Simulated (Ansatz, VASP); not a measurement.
**Two plane-wave programs on SnTe**

Contents of INCAR:

```
SYSTEM = SnTe
PREC = Accurate
ENCUT = 520
EDIFF = 1E-6
ISMEAR = 0
SIGMA = 0.03
LREAL = .False.
LASPH = .True.
NELM = 60
ALGO = Normal
ISIF = 2
LWAVE = .False.
LCHARG = .False.
GGA = CA
NBANDS = 17
```

Contents of KPOINTS:

```
regular mesh
0
Gamma
  10 10 10
  0 0 0
```

File POSCAR:

```
SnTe
1.0
   -1.3256469313      2.6512938627      2.6512938627
    2.6512938627     -1.3256469313      2.6512938627
    2.6512938627      2.6512938627     -1.3256469313
Sn Te
1 1
Direct
    0.0000000000      0.0000000000      0.0000000000
    0.5000000000      0.5000000000      0.5000000000
```

Input for Ansatz:

```yaml
crystal:
  lattice:
    - [-1.3256469313, 2.6512938627, 2.6512938627]
    - [2.6512938627, -1.3256469313, 2.6512938627]
    - [2.6512938627, 2.6512938627, -1.3256469313]
  atoms:
    - { symbol: Sn, position: [0.0, 0.0, 0.0] }
    - { symbol: Te, position: [0.5, 0.5, 0.5] }
basis:
  ecutwfc: 420
kpoints:
  mp_grid: { grid: [10, 10, 10] }
hamiltonian:
  xc: lda
scf:
  occupations: { method: gaussian, width: 0.03 }
output:
  forces: true
  stress: true
  eigenvalues: true
```

Alike in both runs: task single point; functional LDA; k mesh 10 × 10 × 10; occupations gaussian, width 0.03 eV; no spin polarisation.

|  | VASP | Ansatz |
| --- | --- | --- |
| version | VASP 6.6.1 | Ansatz 0.2.0 |
| potentials or method | VASP PAW LDA potentials, release 64 (Sn_d, Te), cutoff 520 eV | scalar-relativistic, plane waves, PAW |
| valence electrons in the cell | 20 | 30 |

```csv
,VASP,Ansatz,Ansatz less VASP
gap on the k mesh at the Fermi level (eV),none,none,-
pressure (GPa),-5.9,-5.9,-0.02
```

LDA's correlation is that of Perdew and Zunger in VASP and of Perdew and Wang (1992) in Ansatz. A gap of «none» marks a metal or a gap that the smearing closes. VASP's potentials hold 20 valence electrons a cell and Ansatz's 30, so a difference there can come from the potentials and not from the codes.

Neither program's run includes spin-orbit coupling.
